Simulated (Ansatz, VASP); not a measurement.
# CdSe4 in VASP and in Ansatz

INCAR

```
PREC = Accurate
ENCUT = 600
EDIFF = 1E-7
ISMEAR = 0
SIGMA = 0.1
LREAL = False
LASPH = True
NELM = 100
ALGO = Fast
ISIF = 3
LWAVE = False
LCHARG = False
GGA = PE
IBRION = 2
NSW = 100
EDIFFG = -0.01
```

KPOINTS

```
regular mesh
0
Gamma
  8 8 8
```

The input POSCAR:

```
CdSe4
1.0
   -2.7725044691      2.7725044691      4.4529152823
    2.7725044691     -2.7725044691      4.4529152823
    2.7725044691      2.7725044691     -4.4529152823
Cd Se
1 4
Direct
    0.5000000000      0.5000000000      0.0000000000
    0.0000000000      0.0000000000      0.5000000000
    0.5000000000      0.5000000000      0.5000000000
    0.0000000000      0.5000000000      0.0000000000
    0.5000000000      0.0000000000      0.0000000000
```

Input for Ansatz:

```yaml
crystal:
  lattice:
    - [-2.7725044691, 2.7725044691, 4.4529152823]
    - [2.7725044691, -2.7725044691, 4.4529152823]
    - [2.7725044691, 2.7725044691, -4.4529152823]
  atoms:
    - { symbol: Cd, position: [0.5, 0.5, 0.0] }
    - { symbol: Se, position: [0.0, 0.0, 0.5] }
    - { symbol: Se, position: [0.5, 0.5, 0.5] }
    - { symbol: Se, position: [0.0, 0.5, 0.0] }
    - { symbol: Se, position: [0.5, 0.0, 0.0] }
basis:
  ecutwfc: 420
kpoints:
  mp_grid: { grid: [8, 8, 8] }
hamiltonian:
  xc: pbe
scf:
  occupations: { method: gaussian, width: 0.1 }
output:
  forces: true
  stress: true
  eigenvalues: true
relax:
  adjacent_minimum: "off"
  f_tol: 0.01
  max_steps: 80
  cell: { stress_tol: 0.05 }
```

Alike in both runs: task relaxation of cell and atoms; functional PBE; k mesh 8 × 8 × 8; occupations gaussian, width 0.1 eV; no spin polarisation.

|  | VASP | Ansatz |
| --- | --- | --- |
| version | VASP 6.6.1 | Ansatz 0.2.0 |
| potentials or method | VASP PAW PBE potentials, release 64 (Cd, Se), cutoff 600 eV | scalar-relativistic, plane waves, PAW |
| valence electrons in the cell | 36 | 84 |

```csv
,VASP,Ansatz,Ansatz less VASP
"gap on the k mesh at the Fermi level, each at its own relaxed structure (eV)",none,none,-
relaxed volume (Å³/atom),27.41,27.34,-0.070
relaxed length of the cell vector where the two differ most in proportion (Å),5.915,5.907,-0.0087
```

A gap of «none» marks a metal or a gap that the smearing closes. VASP's potentials hold 36 valence electrons a cell and Ansatz's 84, so a difference there can come from the potentials and not from the codes.
